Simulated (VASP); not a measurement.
Here is a VASP 6.6.1 calculation.

INCAR

```
PREC     = Accurate       # precision mode
ENCUT    = 520            # plane-wave cutoff, eV
EDIFF    = 1E-6           # SCF threshold, eV
ISMEAR   = 0              # smearing method
SIGMA    = 0.15           # smearing width, eV
LREAL    = False          # projectors in reciprocal space
LASPH    = True           # aspherical terms in the spheres
NELM     = 80             # most SCF steps
ALGO     = Normal         # electronic algorithm
ISIF     = 2              # what is computed and relaxed
LWAVE    = False          # write WAVECAR
LCHARG   = False          # write CHGCAR
GGA      = CA             # functional
NBANDS   = 11             # bands
```

KPOINTS

```
Automatic mesh
0
Gamma
  24 24 6
```

POSCAR

```
C
1.0
    2.2504912762      0.0000000000      0.0000000000
   -1.1252456381      1.9489826162      0.0000000000
    0.0000000000      0.0000000000     10.1530297109
C
2
Direct
    0.3333333333      0.6666666667      0.0000000000
    0.6666666667      0.3333333333      0.0000000000
```

Potentials or basis: VASP PAW LDA potentials, release 64 (C).

Run with:

```console
$ cat potpaw_LDA.64/C/POTCAR > POTCAR
$ mpirun -np 1 vasp_std > vasp.out
```

(1) Predict the band gap on the k mesh.

Answers

(1) zero (filled and empty bands touch).
